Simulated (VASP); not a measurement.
Here is a VASP 6.6.1 calculation.

INCAR

```
AGGAC = 1.0
AGGAX = 1.0
ALDAC = 0.0
ALDAX = 1.0
ALGO = Normal
EDIFF = 1E-6
ENCUT = 560
GGA = B5
GGA_COMPAT = False
ISIF = 2
ISMEAR = -1
LASPH = True
LCHARG = False
LREAL = False
LWAVE = False
NBANDS = 30
NELM = 120
PREC = Accurate
SIGMA = 0.1
```

KPOINTS

```
k-points
0
Gamma
  9 9 13
```

File POSCAR:

```
Re
1.0
    4.3724167245      0.0000000000      0.0000000000
   -2.1862083622      3.7866239593      0.0000000000
    0.0000000000      0.0000000000      2.7496769228
Re
3
Direct
    1.0000000000      1.0000000000      1.0000000000
    0.3333333333      0.6666666667      0.5000000000
    0.6666666667      0.3333333333      0.5000000000
```

Potentials or basis: VASP PAW PBE potentials, release 64 (Re_sv_GW).

The run is started by

```console
$ cat potpaw_PBE.64/Re_sv_GW/POTCAR > POTCAR
$ mpirun -np 1 vasp_std > vasp.out
```

Predict the band gap on the k mesh.

zero (an odd number of electrons rules out a gap without spin polarisation).

Estimate the pressure.

13.9 GPa.

Stress tensor (GPa, compression positive):
```
14.74  0.00  0.00
 0.00 14.74  0.00
 0.00  0.00 12.23
```

Caveat: the cell stands under pressure; the PAW data sets were made with another functional, which shifts forces and pressure a little; spin-orbit coupling is left out, which moves the levels of the heavy elements.
